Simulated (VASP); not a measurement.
# YbB2 (P6/mmm) in VASP: further runs

Runs on YbB2. Level: PBEsol. Tasks: relaxation of shape and atoms at fixed volume.

All numbers are computed with VASP 6.6.1; they aren't measurements. Logs are shortened: lines on timing, memory, paths and dates and some standing lists are left out, and cuts for length are marked.

## 1. The cell of the first run

The structure is hexagonal, space group P6/mmm (No. 191). The conventional cell has a = 3.180 Å, b = 3.180 Å, c = 3.762 Å, α = 90.00°, β = 90.00°, γ = 120.00°. Within 3.5 Å of Yb (site symmetry 6/mmm) lie 12 B at 2.63 Å and 6 Yb at 3.18 Å. B (site symmetry -6m2) has 3 B at 1.84 Å within 2.4 Å.

## 2. Relaxation of shape and atoms at fixed volume, PBEsol (10.98 Å³/atom)

Input file INCAR:

```
PREC = Accurate
ENCUT = 600
EDIFF = 1E-7
ISMEAR = 0
SIGMA = 0.05
LREAL = False
LASPH = True
NELM = 80
ALGO = Normal
ISIF = 4
LWAVE = False
LCHARG = False
GGA = PS
IBRION = 2
NSW = 60
EDIFFG = -0.01
```

Input file KPOINTS:

```
Automatic mesh
0
Gamma
  14 14 10
```

Input file POSCAR:

```
YbB2
1.0
    3.1797678201      0.0000000000      0.0000000000
   -1.5898839101      2.7537597103      0.0000000000
    0.0000000000      0.0000000000      3.7617692148
Yb B
1 2
Direct
    0.0000000000      0.0000000000      0.0000000000
    0.3333333333      0.6666666667      0.5000000000
    0.6666666667      0.3333333333      0.5000000000
```

Potentials or basis: VASP PAW PBE potentials, release 64 (Yb, B).

Launch:

```sh
cat potpaw_PBE.64/Yb/POTCAR potpaw_PBE.64/B/POTCAR > POTCAR
mpirun -np 1 vasp_std > vasp.out
```

OUTCAR:

```text
PREC = Accurate
   ENCUT = 600
   EDIFF = 1E-7
   ISMEAR = 0
   LREAL = False
   LASPH = True
   NELM = 80
   ISIF = 4
   GGA = PS
   IBRION = 2
   NSW = 60
   EDIFFG = -0.01

 ion  position               nearest neighbor table
   1  0.000  0.000  0.000-   2 2.63   3 2.63   2 2.63   3 2.63   2 2.63   2 2.63   3 2.63   3 2.63
                             3 2.63   3 2.63   2 2.63   2 2.63
   2  0.333  0.667  0.500-   3 1.84   3 1.84   3 1.84   1 2.63   1 2.63   1 2.63   1 2.63   1 2.63
                             1 2.63
   3  0.667  0.333  0.500-   2 1.84   2 1.84   2 1.84   1 2.63   1 2.63   1 2.63   1 2.63   1 2.63
                             1 2.63

  LATTYP: Found a hexagonal cell.
 ALAT       =     3.1797678201
 C/A-ratio  =     1.1830326702

  Lattice vectors:

 A1 = (   3.1797678201,   0.0000000000,   0.0000000000)
 A2 = (  -1.5898839101,   2.7537597103,   0.0000000000)
 A3 = (   0.0000000000,   0.0000000000,   3.7617692148)

Analysis of symmetry for initial positions (statically):
=====================================================================
 Subroutine PRICEL returns:
 Original cell was already a primitive cell.

 Routine SETGRP: Setting up the symmetry group for a
 hexagonal supercell.

 Subroutine GETGRP returns: Found 24 space group operations
 (whereof 24 operations were pure point group operations)
 out of a pool of 24 trial point group operations.

The static configuration has the point symmetry D_6h.

Analysis of symmetry for dynamics (positions and initial velocities):
=====================================================================
 Subroutine PRICEL returns:
 Original cell was already a primitive cell.

 Routine SETGRP: Setting up the symmetry group for a
 hexagonal supercell.

 Subroutine GETGRP returns: Found 24 space group operations
 (whereof 24 operations were pure point group operations)
 out of a pool of 24 trial point group operations.

The dynamic configuration has the point symmetry D_6h.

[... 157 lines left out ...]
  -------------------------------------------------------------------------------------
  Total        0.9361014      0.9361014      0.8855024     -0.0000000     -0.0000000      0.0000000
  in kB       45.5323305     45.5323305     43.0711759     -0.0000000     -0.0000000      0.0000000
  external PRESSURE =      44.7119456 kB  Pullay stress =       0.0000000 kB

 VOLUME and BASIS-vectors are now :
 -----------------------------------------------------------------------------
  energy-cutoff  :      600.00
  volume of cell :       32.94
      direct lattice vectors                 reciprocal lattice vectors
     3.179767820  0.000000000  0.000000000     0.314488370  0.181569945  0.000000000
    -1.589883910  2.753759710  0.000000000     0.000000000  0.363139891  0.000000000
     0.000000000  0.000000000  3.761769215     0.000000000  0.000000000  0.265832363

 POSITION                                       TOTAL-FORCE (eV/Angst)
 -----------------------------------------------------------------------------------
      0.00000      0.00000      0.00000         0.000000     -0.000000      0.000000
     -0.00000      1.83584      1.88088         0.000000     -0.000000      0.000000
      1.58988      0.91792      1.88088        -0.000000      0.000000      0.000000
 -----------------------------------------------------------------------------------
    total drift:                               -0.000000      0.000000      0.000000

  FREE ENERGIE OF THE ION-ELECTRON SYSTEM (eV)
  ---------------------------------------------------
  free  energy   TOTEN  =       -19.3992705462 eV

  energy  without entropy=      -19.3951161671  energy(sigma->0) =      -19.39719336

--------------------------------------- Ionic step        2  -------------------------------------------

 number of electron      30.0000011 magnetization

 Free energy of the ion-electron system (eV)
  ---------------------------------------------------
  ext. energy  EPLUGINS =         0.00000000
  ---------------------------------------------------
  free energy    TOTEN  =       -19.39927836 eV

  energy without entropy =      -19.39512632  energy(sigma->0) =      -19.39720234

 E-fermi :   4.1589     XC(G=0): -12.6248

 val. band max:        4.1582583877   @ k =   0.4286   0.0714   0.5000
 cond. band min:       4.1616412241   @ k =   0.2143   0.0000   0.2000
 fundamental gap:      0.0033828364
 Fermi energy:         4.1588791536

 k-point     1 :       0.0000    0.0000    0.0000
  band No.  band energies     occupation
      1     -46.6398      2.00000
      2     -18.8731      2.00000
      3     -18.4025      2.00000
      4     -18.4025      2.00000
      5      -7.1142      2.00000
      6       2.5755      2.00000
[... 505 lines left out ...]
      6      -1.9982      2.00000
[... 11 lines left out ...]
     18       8.8680      0.00000
     19      11.3861      0.00000

 [... further k-points ...]

------------------------ aborting loop because EDIFF is reached ----------------------------------------

  FORCE on cell =-STRESS in cart. coord.  units (eV):
  Direction    XX          YY          ZZ          XY          YZ          ZX
  --------------------------------------------------------------------------------------
  -------------------------------------------------------------------------------------
  Total        0.6930245      0.6930245      0.6793799     -0.0000000     -0.0000000      0.0000000
  in kB       33.7089745     33.7089745     33.0453006     -0.0000000     -0.0000000      0.0000000
  external PRESSURE =      33.4877499 kB  Pullay stress =       0.0000000 kB

 VOLUME and BASIS-vectors are now :
 -----------------------------------------------------------------------------
  energy-cutoff  :      600.00
  volume of cell :       32.94
      direct lattice vectors                 reciprocal lattice vectors
     3.180630488 -0.000000000  0.000000000     0.314403073  0.181520699  0.000000000
    -1.590315244  2.754506803 -0.000000000     0.000000000  0.363041398  0.000000000
    -0.000000000 -0.000000000  3.759728916     0.000000000  0.000000000  0.265976623

 POSITION                                       TOTAL-FORCE (eV/Angst)
 -----------------------------------------------------------------------------------
     -1.59032      2.75451     -0.00000        -0.000000     -0.000000     -0.000000
     -0.00000      1.83634      1.87986         0.000000      0.000000     -0.000000
      1.59032      0.91817      1.87986        -0.000000     -0.000000      0.000000
 -----------------------------------------------------------------------------------
    total drift:                               -0.000000      0.000000      0.000000

  FREE ENERGIE OF THE ION-ELECTRON SYSTEM (eV)
  ---------------------------------------------------
  free  energy   TOTEN  =       -19.3992783597 eV

  energy  without entropy=      -19.3951263249  energy(sigma->0) =      -19.39720234

 reached required accuracy - stopping structural energy minimisation
```

OSZICAR:

```text
N       E                     dE             d eps       ncg     rms          rms(c)
DAV:   1     0.150870395717E+03    0.15087E+03   -0.12326E+04  6987   0.115E+04
DAV:   2     0.156677127331E+01   -0.14930E+03   -0.14272E+03  6960   0.676E+02
DAV:   3    -0.204938600115E+02   -0.22061E+02   -0.21117E+02  7967   0.172E+02
[... 35 lines left out ...]
DAV:   2    -0.193993363857E+02    0.11964E-03   -0.64751E-04  9394   0.135E+00    0.155E-01
DAV:   3    -0.193995281275E+02   -0.19174E-03   -0.19165E-03  7987   0.210E+00    0.210E-01
DAV:   4    -0.193992769566E+02    0.25117E-03   -0.14270E-03  7633   0.139E+00    0.420E-02
DAV:   5    -0.193992780546E+02   -0.10981E-05   -0.29673E-05  9776   0.129E-01    0.361E-02
DAV:   6    -0.193992783028E+02   -0.24820E-06   -0.23910E-06  9873   0.377E-02    0.258E-02
DAV:   7    -0.193992783597E+02   -0.56857E-07   -0.24119E-07  5679   0.317E-02
   2 F= -.19399278E+02 E0= -.19397202E+02  d E =-.781344E-05
```

Run time: 3.5 min. Hardware: 1 thread of Intel Xeon Platinum 8559C (Emerald Rapids), shared host; peak memory 0.28 GiB.

Results:

```
Free energy               : -19.3993 eV
Energy gained by relaxing : 0.0 meV/atom
Ionic steps               : 2
Pressure after relaxing   : 3.3 GPa
Band gap on the k mesh    : zero (bands 15 and 16 overlap by 1.39 eV)
```

Final structure:
```
CELL_PARAMETERS angstrom
3.18063 0.00000 0.00000
-1.59032 2.75451 0.00000
0.00000 0.00000 3.75973
ATOMIC_POSITIONS crystal
Yb 0.00000 0.00000 0.00000
B 0.33333 0.66667 0.50000
B 0.66667 0.33333 0.50000
```

Levels at points of the mesh, in eV from the Fermi level:
| k point | band 11 | band 12 | band 13 | band 14 | band 15 | band 16 | band 17 | band 18 | band 19 |
| --- | --- | --- | --- | --- | --- | --- | --- | --- | --- |
| (0.00, 0.00, 0.00) | -0.40 | -0.40 | -0.39 | -0.39 | -0.34 | 0.11 | 6.74 | 6.74 | 6.95 |
| (0.50, 0.00, 0.00) | -0.47 | -0.37 | -0.34 | -0.27 | -0.05 | 0.09 | 3.80 | 5.96 | 7.33 |
| (0.00, 0.00, 0.50) | -0.34 | -0.31 | -0.31 | 1.09 | 1.09 | 3.62 | 3.62 | 4.13 | 4.14 |
| (0.50, 0.00, 0.50) | -0.53 | -0.45 | -0.38 | -0.33 | -0.28 | 0.02 | 5.83 | 6.53 | 8.95 |

Caveat: the PAW data sets were made with another functional, which shifts forces and pressure a little; spin-orbit coupling is left out, which moves the levels of the heavy elements. Spin polarisation is off, so any magnetic state and its effect on volume and gap are missing.

## 3. Relaxation of shape and atoms at fixed volume, PBEsol (11.43 Å³/atom)

This run uses another cell than the first one, of 11.43 Å³/atom.

Input file INCAR:

```
  PREC = Accurate
  ENCUT = 600
  EDIFF = 1E-6
  ISMEAR = 0
  SIGMA = 0.05
  LREAL = False
  LASPH = True
  NELM = 100
  ALGO = Normal
  ISIF = 4
  LWAVE = False
  LCHARG = False
  GGA = PS
  IBRION = 2
  NSW = 60
  EDIFFG = -0.01
```

Input file KPOINTS:

```
regular mesh
0
Gamma
  14 14 10
```

Input file POSCAR:

```
YbB2
1.0
    3.2224543610      0.0000000000      0.0000000000
   -1.6112271805      2.7907273391      0.0000000000
    0.0000000000      0.0000000000      3.8122687872
Yb B
1 2
Direct
    0.0000000000      0.0000000000      0.0000000000
    0.3333333333      0.6666666667      0.5000000000
    0.6666666667      0.3333333333      0.5000000000
```

Potentials or basis: VASP PAW PBE potentials, release 64 (Yb, B).

Launch:

```sh
cat potpaw_PBE.64/Yb/POTCAR potpaw_PBE.64/B/POTCAR > POTCAR
mpirun -np 1 vasp_std > vasp.out
```

It took 4.9 min on 1 thread of Intel Xeon Platinum 8559C (Emerald Rapids), shared host; peak memory 0.28 GiB.

It converged, with:

```
Free energy               : -19.4042 eV
Energy gained by relaxing : 0.0 meV/atom
Ionic steps               : 2
Pressure after relaxing   : -2.6 GPa
Band gap on the k mesh    : zero (bands 15 and 16 overlap by 1.32 eV)
```

Final structure:
```
CELL_PARAMETERS angstrom
3.22084 0.00000 0.00000
-1.61042 2.78933 0.00000
0.00000 0.00000 3.81610
ATOMIC_POSITIONS crystal
Yb 0.00000 0.00000 0.00000
B 0.33333 0.66667 0.50000
B 0.66667 0.33333 0.50000
```

Levels at points of the mesh, in eV from the Fermi level:
| k point | band 11 | band 12 | band 13 | band 14 | band 15 | band 16 | band 17 | band 18 | band 19 |
| --- | --- | --- | --- | --- | --- | --- | --- | --- | --- |
| (0.00, 0.00, 0.00) | -0.37 | -0.37 | -0.34 | -0.34 | -0.31 | 0.08 | 6.55 | 6.55 | 6.61 |
| (0.50, 0.00, 0.00) | -0.44 | -0.35 | -0.32 | -0.25 | 0.04 | 0.08 | 3.67 | 5.86 | 6.96 |
| (0.00, 0.00, 0.50) | -0.31 | -0.29 | -0.29 | 1.05 | 1.05 | 3.60 | 3.60 | 4.01 | 4.09 |
| (0.50, 0.00, 0.50) | -0.49 | -0.42 | -0.36 | -0.30 | -0.26 | -0.05 | 5.59 | 6.33 | 8.63 |

Caveat: the PAW data sets were made with another functional, which shifts forces and pressure a little; spin-orbit coupling is left out, which moves the levels of the heavy elements.
